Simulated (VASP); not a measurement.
# W (Fm-3m) in VASP: a series of runs, part 2 of 2

VASP 6.6.1. Earlier steps stand in the parts before.

## 4. Single point, PBE (volume scaled by 0.96)

File INCAR:

```
SYSTEM = W
PREC = Accurate ; ENCUT = 520
EDIFF = 1E-6 ; ISMEAR = -1
SIGMA = 0.05 ; LREAL = .FALSE.
LASPH = .TRUE. ; NELM = 100
ALGO = Normal ; ISIF = 2
LWAVE = .FALSE. ; LCHARG = .FALSE.
GGA = PE ; NBANDS = 13
```

File KPOINTS:

```
Automatic mesh
0
G
  14 14 14
  0 0 0
```

File POSCAR:

```
W
1.0
    0.0000000000      2.0025642044      2.0025642044
    2.0025642044      0.0000000000      2.0025642044
    2.0025642044      2.0025642044      0.0000000000
W
1
Direct
    0.0000000000      0.0000000000      0.0000000000
```

Potentials or basis: VASP PAW PBE potentials, release 64 (W_sv).

Run with:

```console
$ cat potpaw_PBE.64/W_sv/POTCAR > POTCAR
$ mpirun -np 1 vasp_std > vasp.out
```

OUTCAR:

```text
SYSTEM = W
   PREC = Accurate
   ENCUT = 520
   EDIFF = 1E-6
   ISMEAR = -1
   LREAL = .FALSE.
   LASPH = .TRUE.
   NELM = 100
   ISIF = 2
   GGA = PE

 ion  position               nearest neighbor table
   1  0.000  0.000  0.000-

  LATTYP: Found a face centered cubic cell.
 ALAT       =     4.0051284088

  Lattice vectors:

 A1 = (   0.0000000000,   2.0025642044,   2.0025642044)
 A2 = (   2.0025642044,   0.0000000000,   2.0025642044)
 A3 = (   2.0025642044,   2.0025642044,   0.0000000000)

Analysis of symmetry for initial positions (statically):
=====================================================================
 Subroutine PRICEL returns:
 Original cell was already a primitive cell.

 Routine SETGRP: Setting up the symmetry group for a
 face centered cubic supercell.

 Subroutine GETGRP returns: Found 48 space group operations
 (whereof 48 operations were pure point group operations)
 out of a pool of 48 trial point group operations.

The static configuration has the point symmetry O_h .

Analysis of symmetry for dynamics (positions and initial velocities):
=====================================================================
 Subroutine PRICEL returns:
 Original cell was already a primitive cell.

 Routine SETGRP: Setting up the symmetry group for a
 face centered cubic supercell.

 Subroutine GETGRP returns: Found 48 space group operations
 (whereof 48 operations were pure point group operations)
 out of a pool of 48 trial point group operations.

The dynamic configuration has the point symmetry O_h .

 Subroutine INISYM returns: Found 48 space group operations
 (whereof 48 operations are pure point group operations),
 and found     1 'primitive' translations

[... 109 lines left out ...]
   IALGO  =     38    algorithm
   IMIX   =      4    mixing-type and parameters
     AMIX     =   0.40;   BMIX     =  1.00
     AMIX_MAG =   1.60;   BMIX_MAG =  1.00
  volume/ion in A,a.u.               =      16.06       108.39
  Fermi-wavevector in a.u.,A,eV,Ry     =   1.563823  2.955198 33.273644  2.445544
  Thomas-Fermi vector in A             =   2.666538
   LORBIT       =      0    0 simple, 1 ext, 2 COOP (PROOUT), +10 PAW based schemes
   GGA     = PE    functional components
   LHFCALC =     F    Hartree Fock is set to
   AEXX    =    0.0000 exact exchange contribution
   IVDW    =     0    specifies the selected vdW correction
   LEPSILON=     F    determine dielectric tensor
   LRPA    =     F    only Hartree local field effects (RPA)
 non-spin polarized calculation
  energy-cutoff  :      520.00
  volume of cell :       16.06
 maximum number of plane-waves:       444
 NGX is ok and might be reduce to    24
   NGX = 11   NGY = 11   NGZ = 11

 number of electron      14.0000000 magnetization

 Free energy of the ion-electron system (eV)
  ---------------------------------------------------
  ext. energy  EPLUGINS =         0.00000000
  ---------------------------------------------------
  free energy    TOTEN  =       -12.46736159 eV

  energy without entropy =      -12.45731162  energy(sigma->0) =      -12.46233661

 E-fermi :  10.7651     XC(G=0): -13.5561

 val. band max:       10.7633263516   @ k =  -0.1429   0.0714   0.0000
 cond. band min:      10.7923578057   @ k =   0.2143   0.1429   0.0714
 fundamental gap:      0.0290314541
 Fermi energy:        10.7651191265

 k-point     1 :       0.0000    0.0000    0.0000
  band No.  band energies     occupation
      1     -62.8445      2.00000
      2     -26.4468      2.00000
      3     -26.4468      2.00000
      4     -26.4468      2.00000
      5       1.6829      2.00000
      6      10.2033      1.99997
      7      10.2033      1.99997
      8      10.2033      1.99997
      9      13.4265      0.00000
     10      13.4265      0.00000
     11      23.6001      0.00000
     12      28.9263      0.00000
     13      28.9263      0.00000
[... 354 lines left out ...]
  band No.  band energies     occupation
      1     -62.7752      2.00000
      2     -27.0755      2.00000
      3     -26.6164      2.00000
      4     -26.6039      2.00000
      5       4.4638      2.00000
      6       8.4210      2.00000
      7      10.3984      1.99869
      8      11.4000      0.00001
      9      12.8159      0.00000
     10      14.5095      0.00000
     11      25.5409      0.00000
     12      28.5951      0.00000
     13      30.9139      0.00000

 [... further k-points ...]
[... 5 lines left out ...]
  --------------------------------------------------------------------------------------
  -------------------------------------------------------------------------------------
  Total        0.7717506      0.7717506      0.7717506      0.0000000      0.0000000      0.0000000
  in kB       76.9835986     76.9835986     76.9835986      0.0000000      0.0000000      0.0000000
  external PRESSURE =      76.9835986 kB  Pullay stress =       0.0000000 kB

 VOLUME and BASIS-vectors are now :
 -----------------------------------------------------------------------------
  energy-cutoff  :      520.00
  volume of cell :       16.06
      direct lattice vectors                 reciprocal lattice vectors
     0.000000000  2.002564204  2.002564204    -0.249679885  0.249679885  0.249679885
     2.002564204  0.000000000  2.002564204     0.249679885 -0.249679885  0.249679885
     2.002564204  2.002564204  0.000000000     0.249679885  0.249679885 -0.249679885

 POSITION                                       TOTAL-FORCE (eV/Angst)
 -----------------------------------------------------------------------------------
      0.00000      0.00000      0.00000         0.000000      0.000000      0.000000
 -----------------------------------------------------------------------------------
    total drift:                                0.000000      0.000000      0.000000

  FREE ENERGIE OF THE ION-ELECTRON SYSTEM (eV)
  ---------------------------------------------------
  free  energy   TOTEN  =       -12.4673615926 eV

  energy  without entropy=      -12.4573116198  energy(sigma->0) =      -12.46233661
```

stdout:

```text
POSCAR found type information on POSCAR W
 POSCAR found :  1 types and       1 ions
 scaLAPACK will be used
 LDA part: xc-table for (Slater+PW92), standard interpolation
 POSCAR, INCAR and KPOINTS ok, starting setup
 FFT: planning ... GRIDC
 FFT: planning ... GRID_SOFT
 FFT: planning ... GRID
 WAVECAR not read
 entering main loop
```

Run time: 15 s. Hardware: 1 thread of Intel Xeon Platinum 8259CL at 2.50GHz (Skylake/Cascade Lake), shared host; peak memory 0.15 GiB.

Results:

```yaml
Free_energy: -12.4674 eV
Pressure: 7.7 GPa
Band_gap_on_the_k_mesh: zero (band 7 reaches 13.96 eV, above the bottom of band 8 at 10.20 eV)
```

Caveat: spin-orbit coupling is left out, which moves the levels of the heavy elements.

## 5. Single point, PBE (volume scaled by 0.99)

File INCAR:

```
PREC = Accurate ; ENCUT = 520
EDIFF = 1E-6 ; ISMEAR = -1
SIGMA = 0.05 ; LREAL = F
LASPH = T ; NELM = 60
ALGO = Normal ; ISIF = 2
LWAVE = F ; LCHARG = T
GGA = PE ; LELF = T
LVHAR = T ; NBANDS = 13
```

File KPOINTS:

```
Automatic mesh
0
Gamma
  14 14 14
```

File POSCAR:

```
W
1.0
    0.0000000000      2.0232106516      2.0232106516
    2.0232106516      0.0000000000      2.0232106516
    2.0232106516      2.0232106516      0.0000000000
W
1
Direct
    0.0000000000      0.0000000000      0.0000000000
```

Potentials or basis: VASP PAW PBE potentials, release 64 (W_sv).

Run with:

```console
$ cat potpaw_PBE.64/W_sv/POTCAR > POTCAR
$ mpirun -np 1 vasp_std > vasp.out
```

OUTCAR:

```text
PREC = Accurate
   ENCUT = 520
   EDIFF = 1E-6
   ISMEAR = -1
   LREAL = F
   LASPH = T
   NELM = 60
   ISIF = 2
   GGA = PE

 ion  position               nearest neighbor table
   1  0.000  0.000  0.000-

  LATTYP: Found a face centered cubic cell.
 ALAT       =     4.0464213032

  Lattice vectors:

 A1 = (   0.0000000000,   2.0232106516,   2.0232106516)
 A2 = (   2.0232106516,   0.0000000000,   2.0232106516)
 A3 = (   2.0232106516,   2.0232106516,   0.0000000000)

Analysis of symmetry for initial positions (statically):
=====================================================================
 Subroutine PRICEL returns:
 Original cell was already a primitive cell.

 Routine SETGRP: Setting up the symmetry group for a
 face centered cubic supercell.

 Subroutine GETGRP returns: Found 48 space group operations
 (whereof 48 operations were pure point group operations)
 out of a pool of 48 trial point group operations.

The static configuration has the point symmetry O_h .

Analysis of symmetry for dynamics (positions and initial velocities):
=====================================================================
 Subroutine PRICEL returns:
[... 160 lines left out ...]
 Fermi energy:        10.3467764176

 k-point     1 :       0.0000    0.0000    0.0000
  band No.  band energies     occupation
      1     -63.3288      2.00000
      2     -26.9710      2.00000
      3     -26.9710      2.00000
      4     -26.9710      2.00000
      5       1.4188      2.00000
      6       9.8167      1.99995
      7       9.8167      1.99995
      8       9.8167      1.99995
      9      12.9007      0.00000
     10      12.9007      0.00000
     11      23.1371      0.00000
     12      28.3104      0.00000
     13      28.3104      0.00000
[... 354 lines left out ...]
  band No.  band energies     occupation
      1     -63.2684      2.00000
      2     -27.5361      2.00000
      3     -27.1241      2.00000
      4     -27.1127      2.00000
      5       4.1238      2.00000
      6       8.1002      2.00000
      7      10.0126      1.99750
      8      10.9646      0.00001
      9      12.3197      0.00000
     10      13.9395      0.00000
     11      24.9083      0.00000
     12      27.8415      0.00000
     13      30.0541      0.00000

 [... further k-points ...]
[... 5 lines left out ...]
  --------------------------------------------------------------------------------------
  -------------------------------------------------------------------------------------
  Total       -0.1543525     -0.1543525     -0.1543525      0.0000000      0.0000000      0.0000000
  in kB      -14.9303863    -14.9303863    -14.9303863      0.0000000      0.0000000      0.0000000
  external PRESSURE =     -14.9303863 kB  Pullay stress =       0.0000000 kB

 VOLUME and BASIS-vectors are now :
 -----------------------------------------------------------------------------
  energy-cutoff  :      520.00
  volume of cell :       16.56
      direct lattice vectors                 reciprocal lattice vectors
     0.000000000  2.023210652  2.023210652    -0.247131953  0.247131953  0.247131953
     2.023210652  0.000000000  2.023210652     0.247131953 -0.247131953  0.247131953
     2.023210652  2.023210652  0.000000000     0.247131953  0.247131953 -0.247131953

 POSITION                                       TOTAL-FORCE (eV/Angst)
 -----------------------------------------------------------------------------------
      0.00000      0.00000      0.00000         0.000000      0.000000     -0.000000
 -----------------------------------------------------------------------------------
    total drift:                               -0.000000      0.000000     -0.000000

  FREE ENERGIE OF THE ION-ELECTRON SYSTEM (eV)
  ---------------------------------------------------
  free  energy   TOTEN  =       -12.4769829992 eV

  energy  without entropy=      -12.4664880402  energy(sigma->0) =      -12.47173552
```

OSZICAR:

```text
N       E                     dE             d eps       ncg     rms          rms(c)
DAV:   1     0.845813206132E+02    0.84581E+02   -0.75371E+03  2704   0.121E+03
DAV:   2    -0.113598196130E+02   -0.95941E+02   -0.92719E+02  3029   0.318E+02
DAV:   3    -0.131004868817E+02   -0.17407E+01   -0.17321E+01  3029   0.408E+01
DAV:   4    -0.131083878733E+02   -0.79010E-02   -0.78987E-02  3004   0.303E+00
DAV:   5    -0.131084590005E+02   -0.71127E-04   -0.71127E-04  3014   0.271E-01    0.187E+01
DAV:   6    -0.126046132227E+02    0.50385E+00   -0.43718E-01  2879   0.872E+00    0.719E+00
DAV:   7    -0.124812303910E+02    0.12338E+00   -0.20832E-01  3004   0.567E+00    0.577E-01
DAV:   8    -0.124770501319E+02    0.41803E-02   -0.40487E-03  2734   0.825E-01    0.768E-02
DAV:   9    -0.124769836456E+02    0.66486E-04   -0.11482E-04  3166   0.125E-01    0.378E-02
DAV:  10    -0.124769823944E+02    0.12512E-05   -0.12435E-05  2859   0.458E-02    0.326E-03
DAV:  11    -0.124769829992E+02   -0.60483E-06   -0.19353E-07  1852   0.566E-03
   1 F= -.12476983E+02 E0= -.12471736E+02  d E =-.104950E-01
```

Run time: 20 s. Hardware: 1 thread of Intel Xeon Platinum 8259CL at 2.50GHz (Skylake/Cascade Lake), shared host; peak memory 0.15 GiB.

Results:

```yaml
Free_energy: -12.4770 eV
Pressure: -1.5 GPa
Band_gap_on_the_k_mesh: zero (band 7 reaches 13.36 eV, above the bottom of band 8 at 9.82 eV)
```

Caveat: spin-orbit coupling is left out, which moves the levels of the heavy elements.

## 6. Overview

```tsv
level	cell	gap on the mesh (eV)	pressure (GPa)
RPBE	a = 2.895 Å, angles 60.0°, 1 atom	none	-7.1
PBE	a = 2.918 Å, angles 60.0°, 1 atom	none	-16.0
PBE	a = 2.832 Å, angles 60.0°, 1 atom	none	7.7
PBE	a = 2.861 Å, angles 60.0°, 1 atom	none	-1.5
```

Alike in all rows: task single point; potentials or basis VASP PAW PBE potentials, release 64 (W_sv); no spin polarisation; k mesh 14 × 14 × 14; cutoff (eV) 520; smearing fermi-dirac 0.05 eV.

Caveats: spin-orbit coupling is left out, which moves the levels of the heavy elements; the PAW data sets were made with another functional, which shifts forces and pressure a little (some runs).

Total energies depend on the potentials used, so only differences within one code and one set of settings carry meaning.
